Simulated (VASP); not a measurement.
# Os (Fd-3m) in VASP: relaxation of cell and atoms with b88 exchange, pbe correlation

Aim: the relaxation of cell and atoms of Os with b88 exchange, pbe correlation.

Everything below comes from runs of VASP 6.6.1. Logs are shortened: lines on timing, memory, paths and dates and some standing lists are left out, and cuts for length are marked.

## 1. The cell of the first run

Symmetry: Fd-3m, No. 227, cubic system. Conventional cell: a = 5.260 Å, b = 5.260 Å, c = 5.260 Å, α = 90.00°, β = 90.00°, γ = 90.00°. Within 3.0 Å of Os (site symmetry -43m) lie 4 Os at 2.28 Å.

This isn't the form of Os at room conditions, which is hcp.

## 2. Relaxation of cell and atoms, b88 exchange, pbe correlation

Input file INCAR:

```
SYSTEM = Os
PREC = Accurate
ENCUT = 560
EDIFF = 1E-7
ISMEAR = -1
SIGMA = 0.1
LREAL = .FALSE.
LASPH = .TRUE.
NELM = 120
ALGO = Normal
ISIF = 3
LWAVE = .FALSE.
LCHARG = .FALSE.
GGA = LIBXC
LIBXC1 = GGA_X_B88
LIBXC2 = GGA_C_PBE
IBRION = 2
NSW = 80
EDIFFG = -0.02
GGA_COMPAT = .FALSE.
NELMIN = 4
```

Input file KPOINTS:

```
regular mesh
0
G
  8 8 8
  0 0 0
```

Input file POSCAR:

```
Os
1.0
    0.0000000000      2.6300000000      2.6300000000
    2.6300000000      0.0000000000      2.6300000000
    2.6300000000      2.6300000000      0.0000000000
Os
2
Direct
    1.0000000000      1.0000000000      1.0000000000
    0.2500000000      0.2500000000      0.2500000000
```

Potentials or basis: VASP PAW PBE potentials, release 64 (Os_sv_GW).

Launch:

```console
$ cat potpaw_PBE.64/Os_sv_GW/POTCAR > POTCAR
$ mpirun -np 1 vasp_std > vasp.out
```

OUTCAR:

```text
SYSTEM = Os
   PREC = Accurate
   ENCUT = 560
   EDIFF = 1E-7
   ISMEAR = -1
   LREAL = .FALSE.
   LASPH = .TRUE.
   NELM = 120
   ISIF = 3
   GGA = LIBXC
   IBRION = 2
   NSW = 80
   EDIFFG = -0.02
   NELMIN = 4

 ion  position               nearest neighbor table
   1  0.000  0.000  0.000-   2 2.28   2 2.28   2 2.28   2 2.28
   2  0.250  0.250  0.250-   1 2.28   1 2.28   1 2.28   1 2.28

  LATTYP: Found a face centered cubic cell.
 ALAT       =     5.2600000000

  Lattice vectors:

 A1 = (   0.0000000000,   2.6300000000,   2.6300000000)
 A2 = (   2.6300000000,   0.0000000000,   2.6300000000)
 A3 = (   2.6300000000,   2.6300000000,   0.0000000000)

Analysis of symmetry for initial positions (statically):
=====================================================================
 Subroutine PRICEL returns:
 Original cell was already a primitive cell.

 Routine SETGRP: Setting up the symmetry group for a
 face centered cubic supercell.

 Subroutine GETGRP returns: Found 48 space group operations
 (whereof 24 operations were pure point group operations)
 out of a pool of 48 trial point group operations.

The static configuration has the point symmetry T_d .
 The point group associated with its full space group is O_h .

Analysis of symmetry for dynamics (positions and initial velocities):
=====================================================================
 Subroutine PRICEL returns:
 Original cell was already a primitive cell.

 Routine SETGRP: Setting up the symmetry group for a
 face centered cubic supercell.

 Subroutine GETGRP returns: Found 48 space group operations
 (whereof 24 operations were pure point group operations)
 out of a pool of 48 trial point group operations.

The dynamic configuration has the point symmetry T_d .
 The point group associated with its full space group is O_h .

 Subroutine INISYM returns: Found 48 space group operations
 (whereof 24 operations are pure point group operations),
 and found     1 'primitive' translations

----------------------------------------------------------------------------------------

                                     Primitive cell

  volume of cell :      36.3829

  direct lattice vectors                    reciprocal lattice vectors
     0.000000000  2.630000000  2.630000000    -0.190114068  0.190114068  0.190114068
     2.630000000  0.000000000  2.630000000     0.190114068 -0.190114068  0.190114068
     2.630000000  2.630000000  0.000000000     0.190114068  0.190114068 -0.190114068

  length of vectors
     3.719381669  3.719381669  3.719381669     0.329287226  0.329287226  0.329287226

  position of ions in fractional coordinates (direct lattice)
     0.000000000  0.000000000  0.000000000
     0.250000000  0.250000000  0.250000000

  ion indices of the primitive-cell ions
   primitive index   ion index
                 1           1
                 2           2

----------------------------------------------------------------------------------------

 KPOINTS: regular mesh

Automatic generation of k-mesh.
 Grid dimensions read from file:
 generate k-points for:    8    8    8

 Generating k-lattice:

  Cartesian coordinates                     Fractional coordinates (reciprocal lattice)
    -0.023764259  0.023764259  0.023764259     0.125000000  0.000000000  0.000000000
     0.023764259 -0.023764259  0.023764259     0.000000000  0.125000000  0.000000000
     0.023764259  0.023764259 -0.023764259     0.000000000  0.000000000  0.125000000

  Length of vectors
     0.041160903  0.041160903  0.041160903

  Shift w.r.t. Gamma in fractional coordinates (k-lattice)
     0.000000000  0.000000000  0.000000000

 Subroutine IBZKPT returns following result:
 ===========================================

 Found     29 irreducible k-points:

 Following reciprocal coordinates:
            Coordinates               Weight
  0.000000  0.000000  0.000000      1.000000
  0.125000  0.000000  0.000000      8.000000
  0.250000  0.000000  0.000000      8.000000
  0.375000  0.000000  0.000000      8.000000
  0.500000  0.000000  0.000000      4.000000
  0.125000  0.125000  0.000000      6.000000
[... 16 lines left out ...]
  0.500000  0.250000  0.125000     48.000000
 -0.375000  0.250000  0.125000     24.000000
 [... further k-points ...]
   k-points           NKPTS =     29   k-points in BZ     NKDIM =     29   number of bands    NBANDS=     20
   number of dos      NEDOS =    301   number of ions     NIONS =      2
   total plane-waves  NPLWV =  27000
   dimension x,y,z NGX =    30 NGY =   30 NGZ =   30
   dimension x,y,z NGXF=    60 NGYF=   60 NGZF=   60
   ions per type =               2
   NGX,Y,Z   is equivalent  to a cutoff of  13.41, 13.41, 13.41 a.u.
   NGXF,Y,Z  is equivalent  to a cutoff of  26.82, 26.82, 26.82 a.u.
 SYSTEM =  Os
   PREC   = accura    normal or accurate (medium, high low for compatibility)
   ISTART =      0    job   : 0-new  1-cont  2-samecut
   ICHARG =      2    charge: 1-file 2-atom 10-const
   ISPIN  =      1    spin polarized calculation?
   LNONCOLLINEAR =      F non collinear calculations
   LSORBIT =      F    spin-orbit coupling
   LASPH  =      T    aspherical Exc in radial PAW
   ENCUT  =  560.0 eV  41.16 Ry    6.42 a.u.   7.18  7.18  7.18*2*pi/ulx,y,z
   NELM   =    120;   NELMIN=  4; NELMDL= -5     # of ELM steps
   EDIFF  = 0.1E-06   stopping-criterion for ELM
   LREAL  =      F    real-space projection
   EDIFFG = -.2E-01   stopping-criterion for IOM
   NSW    =     80    number of steps for IOM
   IBRION =      2    ionic relax: 0-MD 1-quasi-New 2-CG
   NFREE  =      1    steps in history (QN), initial steepest desc. (CG)
   ISIF   =      3    stress and relaxation
   ISYM   =      2    0-nonsym 1-usesym 2-fastsym
   POTIM  = 0.5000    time-step for ionic-motion
   TEBEG  =    0.0;   TEEND  =   0.0 temperature during run
   PSTRESS=    0.0 pullay stress
   NELECT =      32.0000    total number of electrons
   NUPDOWN=      -1.0000    fix difference up-down
   EMIN   =  10.00;   EMAX   =-10.00  energy-range for DOS
   EFERMI =   0.00;   METHOD = LEGACY
   ISMEAR =    -1;   SIGMA  =   0.10  broadening in eV -4-tet -1-fermi 0-gaus
   EFERMI_NEDOS =   21; number of points for ismear=-14 and -15
   IALGO  =     38    algorithm
   IMIX   =      4    mixing-type and parameters
     AMIX     =   0.40;   BMIX     =  1.00
     AMIX_MAG =   1.60;   BMIX_MAG =  1.00
  volume/ion in A,a.u.               =      18.19       122.76
  Fermi-wavevector in a.u.,A,eV,Ry     =   1.568528  2.964089 33.474163  2.460282
  Thomas-Fermi vector in A             =   2.670546
   LORBIT       =      0    0 simple, 1 ext, 2 COOP (PROOUT), +10 PAW based schemes
   GGA     = LIBXC    functional components
   LHFCALC =     F    Hartree Fock is set to
   AEXX    =    0.0000 exact exchange contribution
   IVDW    =     0    specifies the selected vdW correction
   LEPSILON=     F    determine dielectric tensor
   LRPA    =     F    only Hartree local field effects (RPA)
 conjugate gradient relaxation of ions
 non-spin polarized calculation
  energy-cutoff  :      560.00
  volume of cell :       36.38
 maximum number of plane-waves:      1108
 NGX is ok and might be reduce to    30
   NGX = 15   NGY = 15   NGZ = 15

--------------------------------------- Ionic step        1  -------------------------------------------

 number of electron      32.0000000 magnetization

 Free energy of the ion-electron system (eV)
  ---------------------------------------------------
  ext. energy  EPLUGINS =         0.00000000
  ---------------------------------------------------
  free energy    TOTEN  =       -21.09090327 eV

  energy without entropy =      -21.05223068  energy(sigma->0) =      -21.07156697

------------------------ aborting loop because EDIFF is reached ----------------------------------------

  FORCE on cell =-STRESS in cart. coord.  units (eV):
  Direction    XX          YY          ZZ          XY          YZ          ZX
  --------------------------------------------------------------------------------------
  -------------------------------------------------------------------------------------
  Total       10.9859178     10.9859178     10.9859178      0.0000000     -0.0000000      0.0000000
  in kB      483.7819770    483.7819770    483.7819770      0.0000000     -0.0000000      0.0000000
  external PRESSURE =     483.7819770 kB  Pullay stress =       0.0000000 kB
[... 21 lines left out ...]
  energy  without entropy=      -21.0522306764  energy(sigma->0) =      -21.07156697

--------------------------------------- Ionic step        2  -------------------------------------------

 number of electron      31.9999997 magnetization

 E-fermi :   1.8644     XC(G=0):  -8.8513

 val. band max:        1.8452823586   @ k =   0.5000   0.1250   0.0000
 cond. band min:       1.9065647382   @ k =   0.5000   0.0000   0.0000
 fundamental gap:      0.0612823795
 Fermi energy:         1.8644430772

 k-point     1 :       0.0000    0.0000    0.0000
  band No.  band energies     occupation
      1     -83.9958      2.00000
      2     -83.9774      2.00000
      3     -43.4065      2.00000
      4     -43.4065      2.00000
      5     -43.4065      2.00000
      6     -43.2497      2.00000
[... 12 lines left out ...]
     19       2.7622      0.00025
[... 635 lines left out ...]
  energy  without entropy=      -21.8361729588  energy(sigma->0) =      -21.86210905

--------------------------------------- Ionic step        5  -------------------------------------------

 number of electron      31.9999999 magnetization

 Free energy of the ion-electron system (eV)
  ---------------------------------------------------
  ext. energy  EPLUGINS =         0.00000000
  ---------------------------------------------------
  free energy    TOTEN  =       -21.89095599 eV

  energy without entropy =      -21.84001044  energy(sigma->0) =      -21.86548322

 E-fermi :   7.2716     XC(G=0): -11.6666

 val. band max:        7.1165363526   @ k =   0.2500   0.1250   0.0000
 cond. band min:       7.2860504117   @ k =   0.3750   0.0000   0.0000
 fundamental gap:      0.1695140591
 Fermi energy:         7.2715845720

 k-point     1 :       0.0000    0.0000    0.0000
  band No.  band energies     occupation
      1     -79.0507      2.00000
      2     -78.7542      2.00000
      3     -38.7623      2.00000
      4     -38.7623      2.00000
      5     -38.7623      2.00000
      6     -37.8862      2.00000
[... 12 lines left out ...]
     19       9.8399      0.00000
[... 559 lines left out ...]
  FREE ENERGIE OF THE ION-ELECTRON SYSTEM (eV)
  ---------------------------------------------------
  free  energy   TOTEN  =       -21.8909559889 eV

  energy  without entropy=      -21.8400104416  energy(sigma->0) =      -21.86548322

 reached required accuracy - stopping structural energy minimisation
```

It took 93 s on 1 thread of Intel Xeon 6975P-C (Granite Rapids), shared host; peak memory 0.19 GiB.

What came out:

- Free energy: -21.8910 eV
- Relaxed volume: 21.25 Å³/atom
- Relaxed cell: a = 3.917 Å, b = 3.917 Å, c = 3.917 Å, α = 60.00°, β = 60.00°, γ = 60.00°
- Space group after relaxing (to 0.1 Å): Fd-3m (No. 227)
- Pressure after relaxing: 0.0 GPa
- Band gap on the k mesh: zero (bands 16 and 17 overlap by 0.98 eV)

Final structure:
```xyz
2
Lattice="0.0000 2.7698 2.7698 2.7698 0.0000 2.7698 2.7698 2.7698 0.0000" Properties=species:S:1:pos:R:3 pbc="T T T"
Os    0.0000    0.0000    0.0000
Os    1.3849    1.3849    1.3849
```

Caveat: the volume moved by over 15 % at a fixed basis, so the end points are rough; the PAW data sets were made with another functional, which shifts forces and pressure a little; spin-orbit coupling is left out, which moves the levels of the heavy elements.

The gap in the log of VASP goes by the Fermi energy; the results here count the filled bands.